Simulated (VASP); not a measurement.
Set up this calculation in VASP 6.6.1, as the native input.

```yaml
Task: single point
Functional: BLYP
Potentials_or_basis: VASP PAW PBE potentials, release 64 (Mo_sv, S)
Cutoff: 520 eV
k_mesh: 10 × 10 × 2
Occupations: fermi-dirac, width 0.05 eV
Spin: no spin polarisation
Dipole_correction: no
Further_INCAR_settings: ALGO = Normal; EDIFF = 1e-07; NBANDS = 35
```

The structure of MoS2 lies in POSCAR:

```
MoS2
1.0
    3.1845414560      0.0000000000      0.0000000000
   -1.5922707280      2.7578938003      0.0000000000
    0.0000000000      0.0000000000     21.6705347200
Mo S
2 4
Direct
    0.3333333333      0.6666666667      0.8511602300
    0.6666666667      0.3333333333      0.1488397700
    0.6666666667      0.3333333333      0.7796253900
    0.3333333333      0.6666666667      0.0772510000
    0.6666666667      0.3333333333      0.9227490000
    0.3333333333      0.6666666667      0.2203746100
```

The input as run:

INCAR

```
SYSTEM = MoS2
AGGAC    = 1.0          
AGGAX    = 1.0          
ALDAC    = 0.0          
ALDAX    = 1.0          
ALGO     = Normal         ! electronic algorithm
EDIFF    = 1E-7           ! SCF threshold, eV
ENCUT    = 520            ! plane-wave cutoff, eV
GGA      = B5             ! functional
ISIF     = 2              ! what is computed and relaxed
ISMEAR   = -1             ! smearing method
LASPH    = .TRUE.         ! aspherical terms in the spheres
LCHARG   = .FALSE.        ! write CHGCAR
LREAL    = .FALSE.        ! projectors in reciprocal space
LWAVE    = .FALSE.        ! write WAVECAR
NBANDS   = 35             ! bands
NELM     = 100            ! most SCF steps
PREC     = Accurate       ! precision mode
SIGMA    = 0.05           ! smearing width, eV
```

KPOINTS

```
k-points
0
G
  10 10 2
  0 0 0
```

Potentials or basis: VASP PAW PBE potentials, release 64 (Mo_sv, S).

Run with:

```sh
$ cat potpaw_PBE.64/Mo_sv/POTCAR potpaw_PBE.64/S/POTCAR > POTCAR
$ mpirun -np 1 vasp_std > vasp.out
```

It gave:

```json
{
 "Largest force": "0.747 eV/Å",
 "Band gap on the k mesh": "1.38 eV (least direct gap 1.88 eV)"
}
```

Caveat: there is no dipole correction, which matters where the two faces differ; the PAW data sets were made with another functional, which shifts forces and pressure a little.

Wall time 5 min on 1 thread of Intel(R) Xeon(R) 6975P-C (Granite Rapids), on a shared host, peak memory 0.37 GiB.
